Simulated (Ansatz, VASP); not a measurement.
This is a calculation of TiO2 for Ansatz 0.2.0.

Contents of input.yaml:

```yaml
crystal:
  lattice:
    - [1.4973312015, 0.8644845722, 6.9815443949]
    - [-1.4973312015, 0.8644845722, 6.9815443949]
    - [0.0, -1.7289691445, 6.9815443949]
  atoms:
    - { symbol: Ti, position: [-0.011969, -0.000386, 0.015029] }
    - { symbol: O, position: [0.408767, 0.358331, 0.366814] }
    - { symbol: O, position: [0.62001, 0.625483, 0.611201] }
kpoints:
  mp_grid: { grid: [10, 10, 10] }
scf:
  occupations: { method: fermi_dirac, width: 0.05 }
hamiltonian:
  xc: pbe
  pseudopotentials: { kind: all_electron, lapw: { basis_error: 0.001 } }
output:
  forces: true
  stress: true
  eigenvalues: true
  populations: true
```

Potentials or basis: all-electron LAPW, scalar-relativistic.

Command:

```console
$ ansatz run input.yaml --threads 2 --pin off --max-ram 6144MiB --backend cpu --events-out ev --progress --plain --runs-dir out
```

Set up the same calculation for VASP 6.6.1. Potentials there: VASP PAW PBE potentials, release 64 (Ti_sv, O).

As run (the cutoff follows the program's own potentials):

Contents of INCAR:

```
  ALGO = Normal
  EDIFF = 1E-7
  ENCUT = 520
  GGA = PE
  ISIF = 2
  ISMEAR = -1
  LASPH = True
  LCHARG = False
  LREAL = False
  LWAVE = False
  NBANDS = 19
  NELM = 60
  PREC = Accurate
  SIGMA = 0.05
```

Contents of KPOINTS:

```
k-points
0
Gamma
  10 10 10
```

File POSCAR:

```
TiO2
1.0
    1.4973312015      0.8644845722      6.9815443949
   -1.4973312015      0.8644845722      6.9815443949
    0.0000000000     -1.7289691445      6.9815443949
Ti O
1 2
Direct
   -0.0119690000     -0.0003860000      0.0150290000
    0.4087670000      0.3583310000      0.3668140000
    0.6200100000      0.6254830000      0.6112010000
```

Potentials or basis: VASP PAW PBE potentials, release 64 (Ti_sv, O).

The run is started by

```console
$ cat potpaw_PBE.64/Ti_sv/POTCAR potpaw_PBE.64/O/POTCAR > POTCAR
$ mpirun -np 1 vasp_std > vasp.out
```

Both were run:

|  | VASP | Ansatz | Ansatz less VASP |
| --- | --- | --- | --- |
| gap on the k mesh at the Fermi level (eV) | 2.68 | 2.70 | +0.022 |
| least direct gap on the mesh (eV) | 2.86 | 2.88 | +0.018 |
| pressure (GPa) | 0.6 | 0.2 | -0.44 |
| traceless stress, the component that is largest in VASP (GPa) | -3.97 | -3.89 | +0.084 |
| rms of the force components (eV/Å) | 0.687 | 0.674 | -0.0129 |

Atom by atom the forces differ by 0.034 eV/Å (rms over components). Ansatz ran all-electron here, and VASP with PAW potentials.
